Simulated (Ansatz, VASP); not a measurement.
One calculation of Se, two programs

The input INCAR:

```
  PREC = Accurate
  ENCUT = 520
  EDIFF = 1E-6
  ISMEAR = -1
  SIGMA = 0.1
  LREAL = False
  LASPH = True
  NELM = 80
  ALGO = Normal
  ISIF = 2
  LWAVE = False
  LCHARG = False
  GGA = PE
  NBANDS = 13
```

KPOINTS

```
Automatic mesh
0
Gamma
  16 16 16
```

File POSCAR:

```
Se
1.0
   -2.4635242515      2.4635242515      1.2715275317
    2.4635242515     -2.4635242515      1.2715275317
    2.4635242515      2.4635242515     -1.2715275317
Se
2
Direct
   -0.3750000000     -0.1250000000     -0.2500000000
    0.3750000000      0.1250000000      0.2500000000
```

Input for Ansatz:

```yaml
crystal:
  lattice:
    - [-2.4635242515, 2.4635242515, 1.2715275317]
    - [2.4635242515, -2.4635242515, 1.2715275317]
    - [2.4635242515, 2.4635242515, -1.2715275317]
  atoms:
    - { symbol: Se, position: [-0.375, -0.125, -0.25] }
    - { symbol: Se, position: [0.375, 0.125, 0.25] }
kpoints:
  mp_grid: { grid: [16, 16, 16] }
scf:
  occupations: { method: fermi_dirac, width: 0.1 }
hamiltonian:
  xc: pbe
  pseudopotentials: { kind: all_electron, lapw: { basis_error: 0.001 } }
output:
  forces: true
  stress: true
  eigenvalues: true
  populations: true
```

Change from the starting cell: volume scaled by 0.68, LAPW.

Alike in both runs: task single point; functional PBE; k mesh 16 × 16 × 16; occupations fermi-dirac, width 0.1 eV; no spin polarisation.

```csv
,VASP,Ansatz
version,VASP 6.6.1,Ansatz 0.2.0
potentials or method,"VASP PAW PBE potentials, release 64 (Se), cutoff 520 eV","all-electron LAPW, scalar-relativistic"
```

|  | VASP | Ansatz | Ansatz less VASP |
| --- | --- | --- | --- |
| pressure (GPa) | 55.0 | 54.6 | -0.42 |

Both programs put the cell under a high pressure, so it lies far from rest at this level. Ansatz ran all-electron here, and VASP with PAW potentials.
